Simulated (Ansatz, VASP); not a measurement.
# Two plane-wave programs on O

```xyz
2
Lattice="10.0000 0.0000 0.0000 0.0000 10.3000 0.0000 0.0000 0.0000 10.6000" Properties=species:S:1:pos:R:3 pbc="T T T"
O     5.0000    5.0000    4.3900
O     5.0000    5.0000    5.6100
```

Alike in both runs: task relaxation of the atoms; functional LDA; k mesh 1 × 1 × 1; occupations gaussian, width 0.01 eV; collinear spin.

|  | VASP | Ansatz |
| --- | --- | --- |
| version | VASP 6.6.1 | Ansatz 0.2.0 |
| potentials or method | VASP PAW LDA potentials, release 64 (O) | scalar-relativistic, plane waves, PAW |
| plane-wave cutoff (eV) | 520 | 420 |
| valence electrons in the cell | 12 | 12 |

|  | VASP | Ansatz | Ansatz less VASP |
| --- | --- | --- | --- |
| gap on the k mesh at the Fermi level, each at its own relaxed structure (eV) | 1.97 | 2.04 | +0.075 |
| net moment per atom (μB) | 1.00 | 1.00 | 0.000 |
| size of the moment on the site where the two differ most (μB) | 0.81 | 0.55 | -0.261 |

LDA's correlation is that of Perdew and Zunger in VASP and of Perdew and Wang (1992) in Ansatz. Site moments also hang on the region over which each program counts them. Ansatz's warnings: xc potential rough in thin density.

Noted on VASP's run: the standard files for N, O and F lose accuracy on very short bonds.
